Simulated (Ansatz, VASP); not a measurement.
**CdF2: VASP beside Ansatz**

INCAR

```
SYSTEM = CdF2
  ALGO = Normal
  EDIFF = 1E-6
  ENCUT = 520
  GGA = PE
  ISIF = 2
  ISMEAR = 0
  LASPH = .True.
  LCHARG = .False.
  LREAL = .False.
  LWAVE = .False.
  NBANDS = 20
  NELM = 80
  PREC = Accurate
  SIGMA = 0.05
```

The input KPOINTS:

```
k-points
0
Gamma
  8 8 8
  0 0 0
```

Contents of POSCAR:

```
CdF2
1.0
    0.0000000000      2.6940000000      2.6940000000
    2.3909250000      0.0000000000      2.6940000000
    2.3909250000      2.6940000000      0.0000000000
Cd F
1 2
Direct
    0.0000000000      0.0000000000      0.0000000000
    0.2500000000      0.2500000000      0.2500000000
    0.7500000000      0.7500000000      0.7500000000
```

Input for Ansatz:

```yaml
crystal:
  lattice:
    - [0.0, 2.694, 2.694]
    - [2.390925, 0.0, 2.694]
    - [2.390925, 2.694, 0.0]
  atoms:
    - { symbol: Cd, position: [0.0, 0.0, 0.0] }
    - { symbol: F, position: [0.25, 0.25, 0.25] }
    - { symbol: F, position: [0.75, 0.75, 0.75] }
basis:
  ecutwfc: 420
kpoints:
  mp_grid: { grid: [8, 8, 8] }
hamiltonian:
  xc: pbe
scf:
  occupations: { method: gaussian, width: 0.05 }
output:
  forces: true
  stress: true
  eigenvalues: true
```

Change from the starting cell: strain -0.1125 x Voigt [1, 0, 0, 0, 0, 0], atoms carried along.

Alike in both runs: task single point; functional PBE; k mesh 8 × 8 × 8; occupations gaussian, width 0.05 eV; no spin polarisation.

```csv
,VASP,Ansatz
version,VASP 6.6.1,Ansatz 0.2.0
potentials or method,"VASP PAW PBE potentials, release 64 (Cd, F), cutoff 520 eV","scalar-relativistic, plane waves, PAW"
valence electrons in the cell,26,34
```

|  | VASP | Ansatz | Ansatz less VASP |
| --- | --- | --- | --- |
| gap on the k mesh at the Fermi level (eV) | 3.08 | 3.12 | +0.041 |
| least direct gap on the mesh (eV) | 3.57 | 3.61 | +0.038 |
| pressure (GPa) | 25.4 | 23.9 | -1.53 |
| traceless stress, the component that is largest in VASP (GPa) | 10.21 | 10.41 | +0.196 |

VASP's potentials hold 26 valence electrons a cell and Ansatz's 34, so a difference there can come from the potentials and not from the codes.
